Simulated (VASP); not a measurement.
## BaTa3: single point with PBE

Crystal: BaTa3.

```
CELL_PARAMETERS angstrom
7.03177 0.00000 0.00000
-3.51589 6.08969 0.00000
0.00000 0.00000 5.05095
ATOMIC_POSITIONS crystal
Ba 0.33333 0.66667 0.25000
Ba 0.66667 0.33333 0.75000
Ta 0.87294 0.74587 0.25000
Ta 0.12706 0.87294 0.75000
Ta 0.25413 0.12706 0.25000
Ta 0.12706 0.25413 0.75000
Ta 0.87294 0.12706 0.25000
Ta 0.74587 0.87294 0.75000
```

| Quantity | Value |
| --- | --- |
| Program | VASP 6.6.1 |
| Task | single point |
| Functional | PBE |
| Potentials or basis | VASP PAW PBE potentials, release 64 (Ba_sv, Ta_sv_GW) |
| Cutoff | 500 eV |
| k mesh | 3 × 3 × 4 |
| Occupations | gaussian, width 0.1 eV |
| Spin | no spin polarisation |

```yaml
Pressure: 0.0 GPa
Largest_force: 0.026 eV/Å
Band_gap_on_the_k_mesh: zero (bands 49 and 50 overlap by 0.71 eV)
```

Forces in eV/Å, atoms in the order of the input:
```
Ba   0.000  0.000  0.000
Ba   0.000  0.000  0.000
Ta   0.000  0.026  0.000
Ta  -0.022  0.013  0.000
Ta  -0.022 -0.013  0.000
Ta   0.000 -0.026  0.000
Ta   0.022 -0.013  0.000
Ta   0.022  0.013  0.000
```

Stress tensor (GPa, compression positive):
```
 0.19  0.00  0.00
 0.00  0.19  0.00
 0.00  0.00 -0.37
```

Levels at points of the mesh, in eV from the Fermi level:
```csv
k point,band 46,band 47,band 48,band 49,band 50,band 51,band 52,band 53
"(0.00, 0.00, 0.00)",0.04,0.04,0.29,0.29,0.31,0.31,0.61,0.61
"(0.00, 0.00, 0.50)",-1.28,0.29,0.29,0.29,0.29,1.14,1.14,1.61
```

Run time: 3 min on 1 thread of AMD EPYC 7R43 64-Core Processor (Zen 3), with other jobs on the host, peak memory 0.34 GiB.

Caveat: spin-orbit coupling is left out, which moves the levels of the heavy elements.
